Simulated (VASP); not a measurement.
KBr, 2 atoms in the cell. It takes space group R-3m (No. 166, trigonal). Conventional cell: a = 5.623 Å, b = 5.623 Å, c = 6.503 Å, α = 90.00°, β = 90.00°, γ = 120.00°. Within 4.3 Å of K (site symmetry -3m) lie 8 Br at 3.25 to 3.42 Å and 6 K at 3.90 Å. Within 4.3 Å of Br (site symmetry -3m) lie 8 K at 3.25 to 3.42 Å and 6 Br at 3.90 Å.  This cell differs from its parent crystal: strain along [111] -5.6%.

* Program: VASP 6.6.1
* Task: single point
* Functional: r2SCAN
* Potentials or basis: VASP PAW PBE potentials, release 64 (K_sv, Br)
* Cutoff: 520 eV
* k mesh: 6 × 6 × 6
* Occupations: gaussian, width 0.01 eV
* Spin: no spin polarisation
* Dipole correction: no
* Further INCAR settings: ALGO = Normal; EDIFF = 1e-07; NBANDS = 15

Potentials or basis: VASP PAW PBE potentials, release 64 (K_sv, Br).

Command:

```console
$ cat potpaw_PBE.64/K_sv/POTCAR potpaw_PBE.64/Br/POTCAR > POTCAR
$ cp INCAR.step1 INCAR
$ mpirun -np 1 vasp_std > vasp.out
$ cp INCAR.step2 INCAR
$ mpirun -np 1 vasp_std > vasp.out
```

Hardware: 1 thread of Intel(R) Xeon(R) 6975P-C (Granite Rapids), with other jobs on the host.

Problem. How long does it take, and how much memory?

Solution. Wall time 48 s on 1 thread of Intel(R) Xeon(R) 6975P-C (Granite Rapids), on a shared host, peak memory 0.18 GiB. Counts: k points 32.
